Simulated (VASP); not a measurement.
LiCl, 4 atoms in the cell. Symmetry: P6_3mc, No. 186, hexagonal system. The conventional cell has a = 3.894 Å, b = 3.894 Å, c = 6.226 Å, α = 90.00°, β = 90.00°, γ = 120.00°. Li (site symmetry 3m) has 4 Cl at 2.37 Å within 3.1 Å. Cl (site symmetry 3m) has 4 Li at 2.37 Å within 3.1 Å. 

```yaml
Program: VASP 6.6.1
Task: single point
Functional: PBE
Potentials_or_basis: VASP PAW PBE potentials, release 64 (Li_sv, Cl)
Cutoff: 520 eV
k_mesh: 6 × 6 × 2
Occupations: gaussian, width 0.01 eV
Spin: no spin polarisation
Dipole_correction: no
Further_INCAR_settings: ALGO = Normal; EDIFF = 1e-06; NBANDS = 18
```

Potentials or basis: VASP PAW PBE potentials, release 64 (Li_sv, Cl).

Command:

```console
$ cat potpaw_PBE.64/Li_sv/POTCAR potpaw_PBE.64/Cl/POTCAR > POTCAR
$ mpirun -np 1 vasp_std > vasp.out
```

Hardware: 1 thread of Intel Xeon 8259CL, with other jobs on the host.

Estimate the wall time of this run.

Run time: 32 s on 1 thread of Intel Xeon 8259CL, with other jobs on the host, peak memory 0.19 GiB. Counts: scf iterations 13, k points 14.
